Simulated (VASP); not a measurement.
Write the native input for VASP 6.6.1 that does the following.

* Task: single point
* Functional: PBE
* Potentials or basis: VASP PAW PBE potentials, release 64 (Fe)
* Cutoff: 600 eV
* k mesh: 8 × 8 × 8
* Occupations: fermi-dirac, width 0.1 eV
* Spin: collinear spin, ferromagnetic start
* Starting moments: [2.5] μB
* Dipole correction: no
* Further INCAR settings: ALGO = Normal; EDIFF = 1e-06; NBANDS = 14

The structure of Fe lies in POSCAR:

```
Fe
1.0
   -1.4007060934      1.4007060934      1.4007060934
    1.4007060934     -1.4007060934      1.4007060934
    1.4007060934      1.4007060934     -1.4007060934
Fe
1
Direct
    0.0000000000      0.0000000000      0.0000000000
```

The input as run:

INCAR

```
SYSTEM = Fe
PREC = Accurate
ENCUT = 600
EDIFF = 1E-6
ISMEAR = -1
SIGMA = 0.1
LREAL = .False.
LASPH = .True.
NELM = 200
ALGO = Normal
ISIF = 2
LWAVE = .False.
LCHARG = .False.
ISPIN = 2
MAGMOM = 2.5
LORBIT = 11
LMAXMIX = 4
GGA = PE
NBANDS = 14
GGA_COMPAT = .False.
```

KPOINTS

```
regular mesh
0
Gamma
  8 8 8
  0 0 0
```

Potentials or basis: VASP PAW PBE potentials, release 64 (Fe).

The run is started by

```bash
$ cat potpaw_PBE.64/Fe/POTCAR > POTCAR
$ mpirun -np 1 vasp_std > vasp.out
```

Results of the run:

The pressure is 5.0 GPa and the net moment is 2.05 μB per cell. The site moments are Fe +2.04 μB and the valence electrons inside the program's atomic spheres are Fe 7.34.

Caveat: the k points lie up to 0.40 Å⁻¹ apart.

It took 12 s on 1 thread of Intel(R) Xeon(R) Platinum 8488C (Sapphire Rapids), on a shared host, peak memory 0.13 GiB.
